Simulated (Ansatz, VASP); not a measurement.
## NbAs in VASP and in Ansatz

```
Nb As
1.0
     0.00000    2.80745    2.80745
     2.80745    0.00000    2.80745
     2.80745    2.80745    0.00000
Nb As
1 1
Direct
  0.00000 0.00000 0.00000
  0.25000 0.25000 0.25000
```

Alike in both runs: task single point; functional PBEsol; k mesh 10 × 10 × 10; occupations gaussian, width 0.05 eV; no spin polarisation.

|  | VASP | Ansatz |
| --- | --- | --- |
| version | VASP 6.6.1 | Ansatz 0.2.0 |
| potentials or method | VASP PAW PBE potentials, release 64 (Nb_sv, As), cutoff 520 eV | scalar-relativistic, plane waves, PAW |
| valence electrons in the cell | 18 | 28 |

|  | VASP | Ansatz | Ansatz less VASP |
| --- | --- | --- | --- |
| gap on the k mesh at the Fermi level (eV) | none | none | - |
| pressure (GPa) | 8.2 | 8.0 | -0.25 |

VASP's potentials were made for PBE, not for PBEsol. A gap of «none» marks a metal or a gap that the smearing closes. VASP's potentials hold 18 valence electrons a cell and Ansatz's 28, so a difference there can come from the potentials and not from the codes.
